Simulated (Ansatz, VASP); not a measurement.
## TiAl: VASP beside Ansatz

Contents of POSCAR:

```
TiAl
1.0
    3.2224982572      0.3874558022      0.3874558022
    0.3874558022      3.2224982572      0.3874558022
    0.3874558022      0.3874558022      3.2224982572
Ti Al
1 1
Direct
    0.0000000000      0.0000000000      0.0000000000
    0.5000000000      0.5000000000      0.5000000000
```

File INCAR.step1:

```
PREC     = Accurate       # precision mode
ENCUT    = 520            # plane-wave cutoff, eV
ISMEAR   = 0              # smearing method
SIGMA    = 0.15           # smearing width, eV
LREAL    = F              # projectors in reciprocal space
LASPH    = T              # aspherical terms in the spheres
NELM     = 60             # most SCF steps
NBANDS   = 14             # bands
GGA      = PE             # functional
ALGO     = Normal         # electronic algorithm
EDIFF    = 1E-4           # SCF threshold, eV
LWAVE    = T              # write WAVECAR
LCHARG   = F              # write CHGCAR
```

Contents of INCAR.step2:

```
PREC     = Accurate       # precision mode
ENCUT    = 520            # plane-wave cutoff, eV
EDIFF    = 1E-6           # SCF threshold, eV
ISMEAR   = 0              # smearing method
SIGMA    = 0.15           # smearing width, eV
LREAL    = F              # projectors in reciprocal space
LASPH    = T              # aspherical terms in the spheres
NELM     = 60             # most SCF steps
ALGO     = Normal         # electronic algorithm
ISIF     = 2              # what is computed and relaxed
LWAVE    = F              # write WAVECAR
LCHARG   = F              # write CHGCAR
METAGGA  = R2SCAN         # meta-GGA
LMIXTAU  = T            
NBANDS   = 14             # bands
ISTART   = 1
```

The input KPOINTS:

```
regular mesh
0
Gamma
  16 16 16
```

Input for Ansatz:

```yaml
crystal:
  lattice:
    - [3.2224982572, 0.3874558022, 0.3874558022]
    - [0.3874558022, 3.2224982572, 0.3874558022]
    - [0.3874558022, 0.3874558022, 3.2224982572]
  atoms:
    - { symbol: Ti, position: [0.0, 0.0, 0.0] }
    - { symbol: Al, position: [0.5, 0.5, 0.5] }
basis:
  ecutwfc: 500
kpoints:
  mp_grid: { grid: [16, 16, 16] }
hamiltonian:
  xc: r2scan
scf:
  occupations: { method: gaussian, width: 0.15 }
output:
  forces: true
  stress: true
  eigenvalues: true
```

Alike in both runs: task single point; functional r2SCAN; k mesh 16 × 16 × 16; occupations gaussian, width 0.15 eV; no spin polarisation.

|  | VASP | Ansatz |
| --- | --- | --- |
| version | VASP 6.6.1 | Ansatz 0.2.0 |
| potentials or method | VASP PAW PBE potentials, release 64 (Ti_sv, Al), cutoff 520 eV | scalar-relativistic, plane waves, PAW |
| valence electrons in the cell | 15 | 15 |

```tsv
	VASP	Ansatz	Ansatz less VASP
gap on the k mesh at the Fermi level (eV)	none	none	-
pressure (GPa)	7.8	7.7	-0.12
traceless stress, the component that is largest in VASP (GPa)	-7.61	-7.64	-0.024
```

VASP's potentials were made for PBE, not for r2SCAN. A gap of «none» marks a metal or a gap that the smearing closes.
